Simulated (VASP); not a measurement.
A run of VASP 6.6.1 is set up as follows.

Contents of INCAR:

```
SYSTEM = Co
PREC = Accurate ; ENCUT = 520
EDIFF = 1E-6 ; ISMEAR = 0
SIGMA = 0.15 ; LREAL = .FALSE.
LASPH = .TRUE. ; NELM = 150
ALGO = Normal ; ISIF = 2
LWAVE = .FALSE. ; LCHARG = .FALSE.
ISPIN = 2 ; MAGMOM = 1.8 1.8 1.8 1.8
LORBIT = 11 ; LMAXMIX = 4
GGA = PS ; NBANDS = 30
```

Contents of KPOINTS:

```
regular mesh
0
G
  18 18 4
  0 0 0
```

File POSCAR:

```
Co
1.0
    2.4564223054      0.0000000000      0.0000000000
   -1.2282111527      2.1273241189      0.0000000000
    0.0000000000      0.0000000000      7.9388272266
Co
4
Direct
    0.3333333333      0.6666666667      0.1250000000
    0.3333333333      0.6666666667      0.6250000000
    0.6666666667      0.3333333333      0.3750000000
    0.6666666667      0.3333333333      0.8750000000
```

Potentials or basis: VASP PAW PBE potentials, release 64 (Co).

Command:

```bash
$ cat potpaw_PBE.64/Co/POTCAR > POTCAR
$ mpirun -np 1 vasp_std > vasp.out
```

Task: What does it give for the pressure?

Result: -0.9 GPa.

Task: Predict the net moment.

Result: 6.27 μB per cell.

Task: What does it give for the site moments?

Result: Co +1.58 μB.

Stress tensor (GPa, compression positive):
```
-0.87  0.00  0.00
 0.00 -0.87  0.00
 0.00  0.00 -0.95
```

Caveat: the PAW data sets were made with another functional, which shifts forces and pressure a little.
